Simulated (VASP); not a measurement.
Here is a VASP 6.6.1 calculation.

Contents of INCAR:

```
ALGO     = Fast           # electronic algorithm
EDIFF    = 1E-6           # SCF threshold, eV
ENCUT    = 520            # plane-wave cutoff, eV
GGA      = PE             # functional
ISIF     = 2              # what is computed and relaxed
ISMEAR   = 0              # smearing method
LASPH    = True           # aspherical terms in the spheres
LCHARG   = True           # write CHGCAR
LELF     = True           # ELF
LREAL    = False          # projectors in reciprocal space
LVHAR    = True         
LWAVE    = False          # write WAVECAR
NBANDS   = 48             # bands
NELM     = 60             # most SCF steps
PREC     = Accurate       # precision mode
SIGMA    = 0.1            # smearing width, eV
```

The input KPOINTS:

```
k-points
0
Gamma
  8 8 8
```

POSCAR

```
Ti4Pt3
1.0
    5.1264309736      0.0000000000      0.0000000000
    0.0000000000      5.1264309736      0.0000000000
    0.0000000000      0.0000000000      5.1264309736
Ti Pt
4 3
Direct
    0.5000000000      0.0000000000      0.0000000000
    0.0000000000      0.5000000000      0.0000000000
    0.0000000000      0.0000000000      0.5000000000
    0.0000000000      0.0000000000      0.0000000000
    0.0000000000      0.5000000000      0.5000000000
    0.5000000000      0.0000000000      0.5000000000
    0.5000000000      0.5000000000      0.0000000000
```

Potentials or basis: VASP PAW PBE potentials, release 64 (Ti_sv, Pt).

The run is started by

```console
$ cat potpaw_PBE.64/Ti_sv/POTCAR potpaw_PBE.64/Pt/POTCAR > POTCAR
$ mpirun -np 1 vasp_std > vasp.out
```

Problem. Estimate the band gap on the k mesh.

Solution. Zero (bands 39 and 40 overlap by 0.36 eV).

Problem. Estimate the pressure.

Solution. -0.1 GPa.

Caveat: spin-orbit coupling is left out, which moves the levels of the heavy elements.
